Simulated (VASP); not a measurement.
A run of VASP 6.6.1 is set up as follows.

The input POSCAR:

```
C
1.0
    0.0000000000     -1.7801417069     -1.7801417069
   -1.7801417069      0.0000000000     -1.7801417069
    1.7801417069      1.7801417069     -3.5602834138
C
4
Direct
    0.7018397031      0.7740801382      0.7500000206
    0.2981602969      0.2259198618      0.2499999794
    0.3268397031      0.3990801382      0.8750000206
    0.9231602969      0.8509198618      0.3749999794
```

INCAR.step1

```
SYSTEM = C
PREC = Accurate ; ENCUT = 520
ISMEAR = 0 ; SIGMA = 0.05
LREAL = .FALSE. ; LASPH = .TRUE.
NELM = 80 ; ISYM = 0
NBANDS = 16 ; GGA = PE
ALGO = Normal ; EDIFF = 1E-4
LWAVE = .TRUE. ; LCHARG = .FALSE.
```

Contents of INCAR.step2:

```
SYSTEM = C
PREC = Accurate ; ENCUT = 520
EDIFF = 1E-7 ; ISMEAR = 0
SIGMA = 0.05 ; LREAL = .FALSE.
LASPH = .TRUE. ; NELM = 80
ALGO = Normal ; ISIF = 2
LWAVE = .FALSE. ; LCHARG = .FALSE.
METAGGA = R2SCAN ; LMIXTAU = .TRUE.
ISYM = 0 ; NBANDS = 16
ISTART = 1
```

KPOINTS

```
regular mesh
0
G
  12 12 10
  0 0 0
```

Potentials or basis: VASP PAW PBE potentials, release 64 (C).

Launch:

```sh
$ cat potpaw_PBE.64/C/POTCAR > POTCAR
$ cp INCAR.step1 INCAR
$ mpirun -np 1 vasp_std > vasp.out
$ cp INCAR.step2 INCAR
$ mpirun -np 1 vasp_std > vasp.out
```

Task: What does it give for the largest force?

Result: 1.497 eV/Å.

Task: Estimate the pressure.

Result: 0.8 GPa.

Forces in eV/Å, atoms in the order of the input:
```
C    0.563 -1.186 -0.563
C   -0.636  1.196  0.636
C    0.636 -1.196 -0.636
C   -0.563  1.186  0.563
```

Caveat: the cell differs from its parent crystal (atoms displaced along a vibrational mode); the PAW data sets were made with another functional, which shifts forces and pressure a little.
